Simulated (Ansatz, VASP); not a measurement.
# Zr: VASP beside Ansatz

File INCAR:

```
SYSTEM = Zr
  ALGO = Normal
  EDIFF = 1E-6
  ENCUT = 520
  GGA = PE
  ISIF = 2
  ISMEAR = 0
  LASPH = .True.
  LCHARG = .False.
  LREAL = .False.
  LWAVE = .False.
  NBANDS = 19
  NELM = 80
  PREC = Accurate
  SIGMA = 0.1
```

File KPOINTS:

```
k-points
0
Gamma
  6 6 4
  0 0 0
```

File POSCAR:

```
Zr
1.0
    3.2392314100      0.0000000000      0.0000000000
   -1.6196157100      2.8052566900      0.0000000000
    0.0000000000      0.0000000000      5.1722200000
Zr
2
Direct
    0.3333333300      0.6666666700      0.2500000000
    0.6666666700      0.3333333300      0.7500000000
```

Input for Ansatz:

```yaml
crystal:
  lattice:
    - [3.23923141, 0.0, 0.0]
    - [-1.61961571, 2.80525669, 0.0]
    - [0.0, 0.0, 5.17222]
  atoms:
    - { symbol: Zr, position: [0.33333333, 0.66666667, 0.25] }
    - { symbol: Zr, position: [0.66666667, 0.33333333, 0.75] }
basis:
  ecutwfc: 420
kpoints:
  mp_grid: { grid: [6, 6, 4] }
hamiltonian:
  xc: pbe
  pseudopotentials: { kind: paw, azcp: { folder: soft_1 } }
scf:
  occupations: { method: gaussian, width: 0.1 }
output:
  forces: true
  stress: true
  eigenvalues: true
```

Alike in both runs: task single point; functional PBE; k mesh 6 × 6 × 4; occupations gaussian, width 0.1 eV; no spin polarisation.

|  | VASP | Ansatz |
| --- | --- | --- |
| version | VASP 6.6.1 | Ansatz 0.2.0 |
| potentials or method | VASP PAW PBE potentials, release 64 (Zr_sv), cutoff 520 eV | scalar-relativistic, plane waves, PAW |
| valence electrons in the cell | 24 | 24 |

|  | VASP | Ansatz | Ansatz less VASP |
| --- | --- | --- | --- |
| gap on the k mesh at the Fermi level (eV) | none | none | - |
| pressure (GPa) | -0.6 | -0.6 | -0.01 |
| traceless stress, the component that is largest in VASP (GPa) | 0.44 | 0.44 | -0.001 |

A gap of «none» marks a metal or a gap that the smearing closes.

The k mesh is coarse, so the values compare programs but aren't converged.
